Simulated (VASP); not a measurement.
# Mg (P6_3/mmc) in VASP: a series of runs, part 2 of 2

VASP 6.6.1.

**3. Single point, RPBE (25.59 Å³/atom)**

This run uses another cell than the first one, of 25.59 Å³/atom.

Contents of INCAR:

```
  PREC = Accurate
  ENCUT = 520
  EDIFF = 1E-6
  ISMEAR = -1
  SIGMA = 0.1
  LREAL = F
  LASPH = T
  NELM = 80
  ALGO = Normal
  ISIF = 2
  LWAVE = F
  LCHARG = F
  GGA = RP
  NBANDS = 9
```

Contents of KPOINTS:

```
Automatic mesh
0
Gamma
  18 18 10
```

Contents of POSCAR:

```
Mg
1.0
    3.3140671892      0.0000000000      0.0000000000
   -1.6570335946      2.8700663757      0.0000000000
    0.0000000000      0.0000000000      5.3807883951
Mg
2
Direct
    0.3333333333      0.6666666667      0.2500000000
    0.6666666667      0.3333333333      0.7500000000
```

Potentials or basis: VASP PAW PBE potentials, release 64 (Mg).

Command:

```console
cat potpaw_PBE.64/Mg/POTCAR > POTCAR
mpirun -np 1 vasp_std > vasp.out
```

OUTCAR:

```text
PREC = Accurate
   ENCUT = 520
   EDIFF = 1E-6
   ISMEAR = -1
   LREAL = F
   LASPH = T
   NELM = 80
   ISIF = 2
   GGA = RP

 ion  position               nearest neighbor table
   1  0.333  0.667  0.250-   2 3.30   2 3.30   2 3.30   2 3.30   2 3.30   2 3.30
   2  0.667  0.333  0.750-   1 3.30   1 3.30   1 3.30   1 3.30   1 3.30   1 3.30

  LATTYP: Found a hexagonal cell.
 ALAT       =     3.3140671892
 C/A-ratio  =     1.6236207922

  Lattice vectors:

 A1 = (   3.3140671892,   0.0000000000,   0.0000000000)
 A2 = (  -1.6570335946,   2.8700663757,   0.0000000000)
 A3 = (   0.0000000000,   0.0000000000,   5.3807883951)

Analysis of symmetry for initial positions (statically):
=====================================================================
 Subroutine PRICEL returns:
 Original cell was already a primitive cell.

 Routine SETGRP: Setting up the symmetry group for a
 hexagonal supercell.

 Subroutine GETGRP returns: Found 24 space group operations
 (whereof 12 operations were pure point group operations)
 out of a pool of 24 trial point group operations.

The static configuration has the point symmetry D_3d.
 The point group associated with its full space group is D_6h.

Analysis of symmetry for dynamics (positions and initial velocities):
=====================================================================
 Subroutine PRICEL returns:
 Original cell was already a primitive cell.

 Routine SETGRP: Setting up the symmetry group for a
 hexagonal supercell.

 Subroutine GETGRP returns: Found 24 space group operations
 (whereof 12 operations were pure point group operations)
 out of a pool of 24 trial point group operations.

The dynamic configuration has the point symmetry D_3d.
 The point group associated with its full space group is D_6h.

 Subroutine INISYM returns: Found 24 space group operations
 (whereof 12 operations are pure point group operations),
 and found     1 'primitive' translations

----------------------------------------------------------------------------------------

                                     Primitive cell

  volume of cell :      51.1799

  direct lattice vectors                    reciprocal lattice vectors
     3.314067189  0.000000000  0.000000000     0.301744033  0.174211999  0.000000000
    -1.657033595  2.870066376  0.000000000     0.000000000  0.348423998  0.000000000
     0.000000000  0.000000000  5.380788395     0.000000000  0.000000000  0.185846372

  length of vectors
     3.314067189  3.314067189  5.380788395     0.348423998  0.348423998  0.185846372

  position of ions in fractional coordinates (direct lattice)
     0.333333333  0.666666667  0.250000000
     0.666666667  0.333333333  0.750000000

  ion indices of the primitive-cell ions
   primitive index   ion index
                 1           1
                 2           2

----------------------------------------------------------------------------------------

 KPOINTS: Automatic mesh

Automatic generation of k-mesh.
 Grid dimensions read from file:
 generate k-points for:   18   18   10

 Generating k-lattice:

  Cartesian coordinates                     Fractional coordinates (reciprocal lattice)
     0.016763557  0.009678444  0.000000000     0.055555556 -0.000000000  0.000000000
     0.000000000  0.019356889  0.000000000     0.000000000  0.055555556  0.000000000
     0.000000000  0.000000000  0.018584637     0.000000000  0.000000000  0.100000000

  Length of vectors
     0.019356889  0.019356889  0.018584637

  Shift w.r.t. Gamma in fractional coordinates (k-lattice)
     0.000000000  0.000000000  0.000000000

 Subroutine IBZKPT returns following result:
 ===========================================

 Found    222 irreducible k-points:

 Following reciprocal coordinates:
            Coordinates               Weight
  0.000000  0.000000  0.000000      1.000000
  0.055556  0.000000  0.000000      6.000000
  0.111111  0.000000  0.000000      6.000000
  0.166667  0.000000  0.000000      6.000000
  0.222222  0.000000  0.000000      6.000000
  0.277778  0.000000  0.000000      6.000000
[... 16 lines left out ...]
  0.333333  0.111111  0.000000     12.000000
  0.388889  0.111111  0.000000     12.000000
 [... further k-points ...]
   k-points           NKPTS =    222   k-points in BZ     NKDIM =    222   number of bands    NBANDS=      9
   number of dos      NEDOS =    301   number of ions     NIONS =      2
   total plane-waves  NPLWV =  31360
   dimension x,y,z NGX =    28 NGY =   28 NGZ =   40
   dimension x,y,z NGXF=    56 NGYF=   56 NGZF=   80
   ions per type =               2
   NGX,Y,Z   is equivalent  to a cutoff of  14.05, 14.05, 12.36 a.u.
   NGXF,Y,Z  is equivalent  to a cutoff of  28.09, 28.09, 24.72 a.u.
 SYSTEM =  unknown system
   PREC   = accura    normal or accurate (medium, high low for compatibility)
   ISTART =      0    job   : 0-new  1-cont  2-samecut
   ICHARG =      2    charge: 1-file 2-atom 10-const
   ISPIN  =      1    spin polarized calculation?
   LNONCOLLINEAR =      F non collinear calculations
   LSORBIT =      F    spin-orbit coupling
   LASPH  =      T    aspherical Exc in radial PAW
   ENCUT  =  520.0 eV  38.22 Ry    6.18 a.u.   6.16  6.16 10.00*2*pi/ulx,y,z
   NELM   =     80;   NELMIN=  2; NELMDL= -5     # of ELM steps
   EDIFF  = 0.1E-05   stopping-criterion for ELM
   LREAL  =      F    real-space projection
   EDIFFG = 0.1E-04   stopping-criterion for IOM
   NSW    =      0    number of steps for IOM
   IBRION =     -1    ionic relax: 0-MD 1-quasi-New 2-CG
   NFREE  =      0    steps in history (QN), initial steepest desc. (CG)
   ISIF   =      2    stress and relaxation
   ISYM   =      2    0-nonsym 1-usesym 2-fastsym
   POTIM  = 0.5000    time-step for ionic-motion
   TEBEG  =    0.0;   TEEND  =   0.0 temperature during run
   PSTRESS=    0.0 pullay stress
   NELECT =       4.0000    total number of electrons
   NUPDOWN=      -1.0000    fix difference up-down
   EMIN   =  10.00;   EMAX   =-10.00  energy-range for DOS
   EFERMI =   0.00;   METHOD = LEGACY
   ISMEAR =    -1;   SIGMA  =   0.10  broadening in eV -4-tet -1-fermi 0-gaus
   EFERMI_NEDOS =   21; number of points for ismear=-14 and -15
   IALGO  =     38    algorithm
   IMIX   =      4    mixing-type and parameters
     AMIX     =   0.40;   BMIX     =  1.00
     AMIX_MAG =   1.60;   BMIX_MAG =  1.00
  volume/ion in A,a.u.               =      25.59       172.69
  Fermi-wavevector in a.u.,A,eV,Ry     =   0.699942  1.322698  6.665741  0.489918
  Thomas-Fermi vector in A             =   1.783959
   LORBIT       =      0    0 simple, 1 ext, 2 COOP (PROOUT), +10 PAW based schemes
   GGA     = RP    functional components
   LHFCALC =     F    Hartree Fock is set to
   AEXX    =    0.0000 exact exchange contribution
   IVDW    =     0    specifies the selected vdW correction
   LEPSILON=     F    determine dielectric tensor
   LRPA    =     F    only Hartree local field effects (RPA)
 non-spin polarized calculation
  energy-cutoff  :      520.00
  volume of cell :       51.18
 maximum number of plane-waves:      1398
 NGX is ok and might be reduce to    28
   NGX = 13   NGY = 13   NGZ = 21

 number of electron       4.0000000 magnetization

 Free energy of the ion-electron system (eV)
  ---------------------------------------------------
  ext. energy  EPLUGINS =         0.00000000
  ---------------------------------------------------
  free energy    TOTEN  =        -2.66452579 eV

  energy without entropy =       -2.63459349  energy(sigma->0) =       -2.64955964

 E-fermi :   2.1951     XC(G=0):  -8.0694

 val. band max:        2.1760132037   @ k =   0.2778   0.2778   0.3000
 cond. band min:       2.1955644564   @ k =   0.3333   0.2778   0.4000
 fundamental gap:      0.0195512527
 Fermi energy:         2.1950881382

 k-point     1 :       0.0000    0.0000    0.0000
  band No.  band energies     occupation
      1      -4.2814      2.00000
      2       0.6638      2.00000
      3       0.9743      1.99999
      4      12.4737      0.00000
      5      12.4737      0.00000
      6      12.5293      0.00000
      7      12.5293      0.00000
      8      13.4054      0.00000
      9      14.6789      0.00000
[... 265 lines left out ...]
 k-point    24 :       0.3889    0.1111    0.0000
  band No.  band energies     occupation
      1      -0.5630      2.00000
      2       1.3651      1.99950
      3       4.1569      0.00000
      4       4.6201      0.00000
      5       5.9322      0.00000
      6       6.0999      0.00000
      7       7.2450      0.00000
      8      10.8582      0.00000
      9      11.4486      0.00000

 [... further k-points ...]
[... 5 lines left out ...]
  --------------------------------------------------------------------------------------
  -------------------------------------------------------------------------------------
  Total       -0.7572402     -0.7572402     -0.7648812     -0.0000000      0.0000000      0.0000000
  in kB      -23.7052786    -23.7052786    -23.9444793     -0.0000000      0.0000000      0.0000000
  external PRESSURE =     -23.7850122 kB  Pullay stress =       0.0000000 kB

 VOLUME and BASIS-vectors are now :
 -----------------------------------------------------------------------------
  energy-cutoff  :      520.00
  volume of cell :       51.18
      direct lattice vectors                 reciprocal lattice vectors
     3.314067189  0.000000000  0.000000000     0.301744033  0.174211999  0.000000000
    -1.657033595  2.870066376  0.000000000     0.000000000  0.348423998  0.000000000
     0.000000000  0.000000000  5.380788395     0.000000000  0.000000000  0.185846372

 POSITION                                       TOTAL-FORCE (eV/Angst)
 -----------------------------------------------------------------------------------
     -0.00000      1.91338      1.34520         0.000000     -0.000000      0.000000
      1.65703      0.95669      4.03559        -0.000000      0.000000      0.000000
 -----------------------------------------------------------------------------------
    total drift:                                0.000000     -0.000000      0.000000

  FREE ENERGIE OF THE ION-ELECTRON SYSTEM (eV)
  ---------------------------------------------------
  free  energy   TOTEN  =        -2.6645257934 eV

  energy  without entropy=       -2.6345934890  energy(sigma->0) =       -2.64955964
```

OSZICAR:

```text
N       E                     dE             d eps       ncg     rms          rms(c)
DAV:   1    -0.155554580110E+00   -0.15555E+00   -0.12730E+03  3996   0.311E+02
DAV:   2    -0.263621809405E+01   -0.24807E+01   -0.24054E+01  5378   0.258E+01
DAV:   3    -0.267045273306E+01   -0.34235E-01   -0.34032E-01  5261   0.251E+00
DAV:   4    -0.267055375373E+01   -0.10102E-03   -0.10101E-03  5099   0.134E-01
DAV:   5    -0.267055424496E+01   -0.49123E-06   -0.49119E-06  5085   0.894E-03    0.103E+00
DAV:   6    -0.267044984442E+01    0.10440E-03   -0.12445E-03  4513   0.295E-01    0.669E-01
DAV:   7    -0.266450317551E+01    0.59467E-02   -0.42856E-03  4140   0.508E-01    0.405E-02
DAV:   8    -0.266453165094E+01   -0.28475E-04   -0.23268E-05  5525   0.301E-02    0.114E-02
DAV:   9    -0.266452620085E+01    0.54501E-05   -0.26584E-06  4365   0.884E-03    0.672E-04
DAV:  10    -0.266452579343E+01    0.40742E-06   -0.16043E-08  2404   0.817E-04
   1 F= -.26645258E+01 E0= -.26495596E+01  d E =-.299323E-01
```

Run time: 89 s. Hardware: 1 thread of Intel Xeon 8259CL, shared host; peak memory 0.25 GiB.

Results:

```yaml
Free_energy: -2.6645 eV
Pressure: -2.4 GPa
Band_gap_on_the_k_mesh: zero (bands 2 and 3 overlap by 2.20 eV)
```

Levels at points of the mesh, in eV from the Fermi level:
| k point | band 1 | band 2 | band 3 | band 4 | band 5 | band 6 |
| --- | --- | --- | --- | --- | --- | --- |
| (0.00, 0.00, 0.00) | -6.48 | -1.53 | -1.22 | 10.28 | 10.28 | 10.33 |
| (0.50, 0.00, 0.00) | -2.03 | -1.97 | 2.50 | 2.94 | 3.01 | 3.42 |
| (0.00, 0.00, 0.50) | -5.18 | -5.18 | 4.72 | 4.72 | 11.06 | 11.06 |
| (0.50, 0.00, 0.50) | -1.00 | -1.00 | -0.45 | -0.45 | 7.49 | 7.49 |

Caveat: the PAW data sets were made with another functional, which shifts forces and pressure a little.

**4. Single point, RPBE (26.54 Å³/atom)**

This run uses another cell than the first one, of 26.54 Å³/atom.

Contents of INCAR:

```
PREC = Accurate ; ENCUT = 520
EDIFF = 1E-6 ; ISMEAR = -1
SIGMA = 0.1 ; LREAL = False
LASPH = True ; NELM = 100
ALGO = Normal ; ISIF = 2
LWAVE = False ; LCHARG = False
GGA = RP ; NBANDS = 9
```

Contents of KPOINTS:

```
regular mesh
0
Gamma
  18 18 10
```

Contents of POSCAR:

```
Mg
1.0
    3.3544866262      0.0000000000      0.0000000000
   -1.6772433131      2.9050706350      0.0000000000
    0.0000000000      0.0000000000      5.4464142336
Mg
2
Direct
    0.3333333333      0.6666666667      0.2500000000
    0.6666666667      0.3333333333      0.7500000000
```

Command:

```console
cat potpaw_PBE.64/Mg/POTCAR > POTCAR
mpirun -np 1 vasp_std > vasp.out
```

It took 1.8 min on 1 thread of Intel Xeon 8259CL, shared host; peak memory 0.25 GiB.

The run converged. Its results:

```
Free energy            : -2.6314 eV
Pressure               : -3.2 GPa
Band gap on the k mesh : zero (bands 2 and 3 overlap by 2.21 eV)
```

Levels at points of the mesh, in eV from the Fermi level:
```
           k point  band 1  band 2  band 3  band 4  band 5
(0.00, 0.00, 0.00)   -6.33   -1.47   -1.22   10.01   10.01
(0.50, 0.00, 0.00)   -2.00   -1.91    2.46    2.91    2.93
(0.00, 0.00, 0.50)   -5.07   -5.07    4.62    4.62   10.85
(0.50, 0.00, 0.50)   -0.97   -0.97   -0.46   -0.46    7.30
```

Caveat: the cell stands under tension; the PAW data sets were made with another functional, which shifts forces and pressure a little.

**5. The runs side by side**

```tsv
cell	gap on the mesh (eV)	pressure (GPa)
a = 3.273, b = 3.273, c = 5.314 Å, angles 90.0, 90.0, 120.0°, 2 atoms	none	-1.4
a = 3.314, b = 3.314, c = 5.381 Å, angles 90.0, 90.0, 120.0°, 2 atoms	none	-2.4
a = 3.354, b = 3.354, c = 5.446 Å, angles 90.0, 90.0, 120.0°, 2 atoms	none	-3.2
```

Alike in all rows: task single point; level RPBE; potentials or basis VASP PAW PBE potentials, release 64 (Mg); no spin polarisation; k mesh 18 × 18 × 10; cutoff (eV) 520; smearing fermi-dirac 0.1 eV.

Caveats: the PAW data sets were made with another functional, which shifts forces and pressure a little; the cell stands under tension (at least some runs).

Total energies depend on the potentials used, so only differences within one code and one set of settings carry meaning.
